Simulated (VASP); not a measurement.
Write the native input for VASP 6.6.1 that does the following.

| Property | Result |
| --- | --- |
| Task | relaxation of cell and atoms |
| Functional | PBE |
| Potentials or basis | VASP PAW PBE potentials, release 64 (K_sv, Cd, C, O, F) |
| Cutoff | 600 eV |
| k mesh | 6 × 6 × 6 |
| Occupations | gaussian, width 0.02 eV |
| Spin | no spin polarisation |
| Dipole correction | no |
| Further INCAR settings | ALGO = Normal; EDIFF = 1e-07; IBRION = 2; EDIFFG = -0.002; NSW = 100; ISIF = 3 |

The structure of KCdCO3F lies in POSCAR:

```
KCdCO3F
1.0
    5.1322881342      0.0000000000      0.0000000000
   -2.5661440671      4.4446919038      0.0000000000
    0.0000000000      0.0000000000      4.4884328484
K Cd C O F
1 1 1 3 1
Direct
    0.0000000000      0.0000000000      0.0000000000
    0.6666666667      0.3333333333      0.5000000000
    0.3333333333      0.6666666667      0.5000000000
    0.1878675085      0.3757350169      0.5000000000
    0.1878675085      0.8121324915      0.5000000000
    0.6242649831      0.8121324915      0.5000000000
    0.6666666667      0.3333333333      0.0000000000
```

The input as run:

INCAR

```
SYSTEM = KCdCO3F
PREC = Accurate
ENCUT = 600
EDIFF = 1E-7
ISMEAR = 0
SIGMA = 0.02
LREAL = .FALSE.
LASPH = .TRUE.
NELM = 100
ALGO = Normal
ISIF = 3
LWAVE = .FALSE.
LCHARG = .FALSE.
GGA = PE
IBRION = 2
NSW = 100
EDIFFG = -0.002
```

KPOINTS

```
regular mesh
0
G
  6 6 6
  0 0 0
```

Potentials or basis: VASP PAW PBE potentials, release 64 (K_sv, Cd, C, O, F).

The run is started by

```sh
$ cat potpaw_PBE.64/K_sv/POTCAR potpaw_PBE.64/Cd/POTCAR potpaw_PBE.64/C/POTCAR potpaw_PBE.64/O/POTCAR potpaw_PBE.64/F/POTCAR > POTCAR
$ mpirun -np 1 vasp_std > vasp.out
```

It gave:

```
Relaxed volume                        : 14.66 Å³/atom
Relaxed cell                          : a = 5.132 Å, b = 5.132 Å, c = 4.499 Å, α = 90.00°, β = 90.00°, γ = 120.00°
Space group after relaxing (to 0.1 Å) : P-6m2 (No. 187)
Energy gained by relaxing             : 0.2 meV/atom
Ionic steps                           : 10
Pressure after relaxing               : 0.0 GPa
Band gap on the k mesh                : 1.75 eV
```

Run time: 9.2 min on 1 thread of Intel(R) Xeon(R) Platinum 8488C (Sapphire Rapids), on a shared host, peak memory 0.33 GiB.
